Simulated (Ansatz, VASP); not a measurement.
**K3SF in VASP and in Ansatz**

File POSCAR:

```
K3SF
1.0
    5.9318100837      0.0000000000      0.0000000000
    0.0000000000      5.9318100837      0.0000000000
    0.0000000000      0.0000000000      5.9318100837
F S K
1 1 3
Direct
    0.0000000000      0.0000000000      0.0000000000
    0.5000000000      0.5000000000      0.5000000000
    0.5000000000      0.5000000000      0.0000000000
    0.5000000000      0.0000000000      0.5000000000
    0.0000000000      0.5000000000      0.5000000000
```

INCAR.step1

```
SYSTEM = K3SF
PREC = Accurate
ENCUT = 520
EDIFF = 1E-5
ISMEAR = 0
SIGMA = 0.01
LREAL = .False.
LASPH = .True.
NELM = 60
ALGO = Normal
ISIF = 2
LWAVE = .True.
GGA = PE
NBANDS = 28
```

The input INCAR.step2:

```
SYSTEM = K3SF
PREC = Accurate
ENCUT = 520
EDIFF = 1E-7
ISMEAR = 0
SIGMA = 0.01
LREAL = .False.
LASPH = .True.
NELM = 60
ALGO = Normal
ISIF = 2
LWAVE = .False.
LCHARG = .True.
GGA = PE
LHFCALC = .True.
AEXX = 0.5
HFSCREEN = 0.3
PRECFOCK = Fast
LELF = .True.
LVHAR = .True.
ISTART = 1
NBANDS = 28
```

File KPOINTS:

```
regular mesh
0
Gamma
  2 2 2
  0 0 0
```

Input for Ansatz:

```yaml
crystal:
  lattice:
    - [5.9318100837, 0.0, 0.0]
    - [0.0, 5.9318100837, 0.0]
    - [0.0, 0.0, 5.9318100837]
  atoms:
    - { symbol: F, position: [0.0, 0.0, 0.0] }
    - { symbol: S, position: [0.5, 0.5, 0.5] }
    - { symbol: K, position: [0.5, 0.5, 0.0] }
    - { symbol: K, position: [0.5, 0.0, 0.5] }
    - { symbol: K, position: [0.0, 0.5, 0.5] }
kpoints:
  mp_grid: { grid: [2, 2, 2] }
hamiltonian:
  xc: { exchange: pbe, correlation: pbe, exx: { coeff: 0.5, omega: 0.3 } }
scf:
  occupations: { method: fixed }
  n_extra_bands: 5
output:
  forces: true
  stress: true
  eigenvalues: true
```

Alike in both runs: task single point; functional PBE-based screened hybrid with a share of 0.5 of exact exchange and HFSCREEN = 0.3; k mesh 2 × 2 × 2; no spin polarisation.

|  | VASP | Ansatz |
| --- | --- | --- |
| version | VASP 6.6.1 | Ansatz 0.2.0 |
| potentials or method | VASP PAW PBE potentials, release 64 (F, S, K_sv) | plane waves |
| plane-wave cutoff (eV) | 520 | 420 |
| occupations | gaussian, width 0.01 eV | fixed |
| valence electrons in the cell | 40 | 40 |

|  | VASP | Ansatz | Ansatz less VASP |
| --- | --- | --- | --- |
| gap on the k mesh at the Fermi level (eV) | 3.43 | 3.43 | +0.001 |
| pressure (GPa) | 0.0 | 0.0 | -0.02 |

VASP's potentials were made for PBE, not for PBE-based screened hybrid. Ansatz's warnings: stress exchange threshold loose, stress scf threshold loose.

The k mesh is coarse, so the values compare programs but aren't converged.
